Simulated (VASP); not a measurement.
# FeS2 (Pnnm) in VASP: a series of runs, part 2 of 2

VASP 6.6.1. Earlier steps stand in the parts before.

## (5) Single point, PBEsol

This run uses another cell than the first one, of 13.11 Å³/atom.

File INCAR:

```
PREC = Accurate ; ENCUT = 600
EDIFF = 1E-6 ; ISMEAR = 0
SIGMA = 0.02 ; LREAL = False
LASPH = True ; NELM = 120
ALGO = Normal ; ISIF = 2
LWAVE = False ; LCHARG = False
GGA = PS ; NBANDS = 29
GGA_COMPAT = False
```

File KPOINTS:

```
Automatic mesh
0
Gamma
  6 6 8
```

File POSCAR:

```
FeS2
1.0
    4.3674117449      0.0000000000      0.0000000000
    0.0000000000      5.3331402397      0.0000000000
    0.0000000000      0.0000000000      3.3778644559
Fe S
2 4
Direct
    0.5000000000      0.5000000000      0.5000000000
    0.0000000000      0.0000000000      0.0000000000
    0.2919052605      0.8745041085      0.5000000000
    0.7080947395      0.1254958915      0.5000000000
    0.2080947395      0.3745041085      0.0000000000
    0.7919052605      0.6254958915      0.0000000000
```

Command:

```bash
> cat potpaw_PBE.64/Fe/POTCAR potpaw_PBE.64/S/POTCAR > POTCAR
> mpirun -np 1 vasp_std > vasp.out
```

It took 2.6 min on 1 thread of Oxide Virtual Turin-like, shared host; peak memory 0.29 GiB.

The run converged. Its results:

```
Free energy            : -39.5590 eV
Pressure               : -1.1 GPa
Largest force          : 0.051 eV/Å
Band gap on the k mesh : 0.93 eV (least direct gap 1.26 eV)
```

Forces in eV/Å, atoms in the order of the input:
```
Fe   0.000  0.000  0.000
Fe   0.000  0.000  0.000
S    0.044  0.024  0.000
S   -0.044 -0.024  0.000
S   -0.044  0.024  0.000
S    0.044 -0.024  0.000
```

Stress tensor (GPa, compression positive):
```
-0.71  0.00  0.00
 0.00  0.13  0.00
 0.00  0.00 -2.67
```

Levels at points of the mesh, in eV from the valence-band top:
```tsv
k point	band 18	band 19	band 20	band 21	band 22	band 23
(0.00, 0.00, 0.00)	-0.81	-0.79	-0.45	1.10	1.51	2.85
(0.50, 0.00, 0.00)	-0.65	-0.14	-0.14	1.89	1.89	1.96
(0.00, 0.50, 0.00)	-0.81	-0.34	-0.34	1.14	1.14	2.63
(0.50, 0.50, 0.00)	-1.16	-0.99	-0.99	1.52	1.52	2.14
(0.00, 0.00, 0.50)	-0.90	-0.48	-0.48	1.56	1.56	1.84
(0.50, 0.00, 0.50)	-0.76	-0.38	-0.38	1.57	1.57	1.98
(0.00, 0.50, 0.50)	-1.52	-0.43	-0.43	0.93	0.93	2.37
(0.50, 0.50, 0.50)	-0.61	-0.41	-0.41	1.66	1.66	2.24
```

Caveat: the PAW data sets were made with another functional, which shifts forces and pressure a little. A k mesh can miss the band edges.

## (6) Single point, PBEsol (strain along c alone, the other axes held: +2.0 %, then relaxed in part)

File INCAR:

```
  ALGO = Normal
  EDIFF = 1E-6
  ENCUT = 600
  GGA = PS
  GGA_COMPAT = False
  ISIF = 2
  ISMEAR = 0
  LASPH = True
  LCHARG = False
  LREAL = False
  LWAVE = False
  NBANDS = 29
  NELM = 120
  PREC = Accurate
  SIGMA = 0.02
```

File KPOINTS:

```
k-points
0
Gamma
  6 6 8
```

File POSCAR:

```
FeS2
1.0
    4.3674117449      0.0000000000      0.0000000000
    0.0000000000      5.3331402397      0.0000000000
    0.0000000000      0.0000000000      3.4113086584
Fe S
2 4
Direct
    0.5000000000      0.5000000000      0.5000000000
    0.0000000000      0.0000000000      0.0000000000
    0.2910003859      0.8745412054      0.5000000000
    0.7089996141      0.1254587946      0.5000000000
    0.2089996141      0.3745412054      0.0000000000
    0.7910003859      0.6254587946      0.0000000000
```

Potentials or basis: VASP PAW PBE potentials, release 64 (Fe, S).

Command:

```bash
> cat potpaw_PBE.64/Fe/POTCAR potpaw_PBE.64/S/POTCAR > POTCAR
> mpirun -np 1 vasp_std > vasp.out
```

OUTCAR:

```text
EDIFF = 1E-6
   ENCUT = 600
   GGA = PS
   ISIF = 2
   ISMEAR = 0
   LASPH = True
   LREAL = False
   NELM = 120
   PREC = Accurate

 ion  position               nearest neighbor table
   1  0.500  0.500  0.500-   3 2.20   4 2.20   5 2.23   6 2.23   5 2.23   6 2.23
   2  0.000  0.000  0.000-   5 2.20   6 2.20   3 2.23   4 2.23   3 2.23   4 2.23
   3  0.291  0.875  0.500-   1 2.20   2 2.23   2 2.23   4 2.26
   4  0.709  0.125  0.500-   1 2.20   2 2.23   2 2.23   3 2.26
[... 981 lines left out ...]
  -------------------------------------------------------------------------------------
  Total       -0.9273323     -0.1944217     -2.9194550      0.0000000      0.0000000      0.0000000
  in kB      -18.6989761     -3.9203716    -58.8686686      0.0000000      0.0000000      0.0000000
  external PRESSURE =     -27.1626721 kB  Pullay stress =       0.0000000 kB

 VOLUME and BASIS-vectors are now :
 -----------------------------------------------------------------------------
  energy-cutoff  :      600.00
  volume of cell :       79.46
      direct lattice vectors                 reciprocal lattice vectors
     4.367411745  0.000000000  0.000000000     0.228968565  0.000000000  0.000000000
     0.000000000  5.333140240  0.000000000     0.000000000  0.187506789  0.000000000
     0.000000000  0.000000000  3.411308658     0.000000000  0.000000000  0.293142632

 POSITION                                       TOTAL-FORCE (eV/Angst)
 -----------------------------------------------------------------------------------
      2.18371      2.66657      1.70565         0.000000      0.000000      0.000000
      0.00000      0.00000      0.00000         0.000000      0.000000      0.000000
      1.27092      4.66405      1.70565         0.042885      0.025110      0.000000
      3.09649      0.66909      1.70565        -0.042885     -0.025110     -0.000000
      0.91279      1.99748      0.00000        -0.042885      0.025110     -0.000000
      3.45462      3.33566      0.00000         0.042885     -0.025110      0.000000
 -----------------------------------------------------------------------------------
    total drift:                                0.000000      0.000000      0.000000

  FREE ENERGIE OF THE ION-ELECTRON SYSTEM (eV)
  ---------------------------------------------------
  free  energy   TOTEN  =       -39.5372437892 eV

  energy  without entropy=      -39.5372437892  energy(sigma->0) =      -39.53724379
```

OSZICAR:

```text
N       E                     dE             d eps       ncg     rms          rms(c)
DAV:   1     0.358339383145E+03    0.35834E+03   -0.19524E+04  4640   0.162E+03
DAV:   2     0.156749378676E+01   -0.35677E+03   -0.33999E+03  4670   0.363E+02
DAV:   3    -0.407027428271E+02   -0.42270E+02   -0.39507E+02  5938   0.132E+02
DAV:   4    -0.430705663965E+02   -0.23678E+01   -0.23405E+01  5867   0.319E+01
DAV:   5    -0.431593721095E+02   -0.88806E-01   -0.88757E-01  6342   0.598E+00    0.283E+01
DAV:   6    -0.528124132819E+02   -0.96530E+01   -0.62181E+01  6581   0.123E+02    0.353E+01
DAV:   7    -0.392507869112E+02    0.13562E+02   -0.38396E+01  5676   0.126E+02    0.904E+00
DAV:   8    -0.396852675320E+02   -0.43448E+00   -0.65499E+00  5298   0.112E+01    0.500E+00
DAV:   9    -0.395416868492E+02    0.14358E+00   -0.39839E-01  6576   0.855E+00    0.151E+00
DAV:  10    -0.395377286750E+02    0.39582E-02   -0.62578E-02  6349   0.143E+00    0.445E-01
DAV:  11    -0.395375746473E+02    0.15403E-03   -0.34570E-03  6084   0.726E-01    0.234E-01
DAV:  12    -0.395372938027E+02    0.28084E-03   -0.37096E-04  7311   0.237E-01    0.117E-01
DAV:  13    -0.395372429080E+02    0.50895E-04   -0.15845E-04  6979   0.711E-02    0.495E-02
DAV:  14    -0.395372437892E+02   -0.88116E-06   -0.79536E-06  6342   0.268E-02
   1 F= -.39537244E+02 E0= -.39537244E+02  d E =-.168445E-29
```

stdout:

```text
POSCAR found type information on POSCAR FeS
 POSCAR found :  2 types and       6 ions
 scaLAPACK will be used
 -----------------------------------------------------------------------------
|                                                                             |
|                                                                             |
|     You enforced a specific xc type in the INCAR file but a different       |
|     I HOPE YOU KNOW WHAT YOU ARE DOING!                                     |
|                                                                             |
 -----------------------------------------------------------------------------

 LDA part: xc-table for (Slater+PW92), standard interpolation
 POSCAR, INCAR and KPOINTS ok, starting setup
 FFT: planning ... GRIDC
 FFT: planning ... GRID_SOFT
 FFT: planning ... GRID
 WAVECAR not read
 entering main loop
```

Run time: 3 min. Hardware: 1 thread of Oxide Virtual Turin-like, shared host; peak memory 0.29 GiB.

What came out:

| Item | Value |
| --- | --- |
| Free energy | -39.5372 eV |
| Pressure | -2.7 GPa |
| Largest force | 0.050 eV/Å |
| Band gap on the k mesh | 0.92 eV (least direct gap 1.25 eV) |

Forces on the atoms (eV/Å):
```
Fe   0.000  0.000  0.000
Fe   0.000  0.000  0.000
S    0.043  0.025  0.000
S   -0.043 -0.025  0.000
S   -0.043  0.025  0.000
S    0.043 -0.025  0.000
```

Caveat: the cell differs from its parent crystal (strain along c alone, the other axes held: +2.0 %, then relaxed in part); the stress differs along the axes, from -6 to -0 GPa; the PAW data sets were made with another functional, which shifts forces and pressure a little. A k mesh can miss the band edges.

## (7) Summary

| task | cell | cutoff (eV) | gap on the mesh (eV) | pressure (GPa) | largest force (eV/Å) |
| --- | --- | --- | --- | --- | --- |
| relaxation of the atoms | atoms relaxed from a = 4.367, b = 5.333, c = 3.278 Å, 6 atoms, atomic positions A | 520 | 0.92 | 4.2 | 0.01 |
| single point | a = 4.367, b = 5.333, c = 3.344 Å, 6 atoms, atomic positions B | 600 | 0.93 | 0.6 | 0.05 |
| single point | a = 4.367, b = 5.333, c = 3.378 Å, 6 atoms, atomic positions C | 600 | 0.93 | -1.1 | 0.05 |
| single point | a = 4.367, b = 5.333, c = 3.411 Å, 6 atoms, atomic positions D | 600 | 0.92 | -2.7 | 0.05 |

Alike in all rows: level PBEsol; potentials or basis VASP PAW PBE potentials, release 64 (Fe, S); no spin polarisation; k mesh 6 × 6 × 8; smearing gaussian 0.02 eV.

Caveats: the PAW data sets were made with another functional, which shifts forces and pressure a little; the stress differs along the axes, from -6 to -0 GPa (at least some runs).

Total energies depend on the potentials used, so only differences within one code and one set of settings carry meaning.
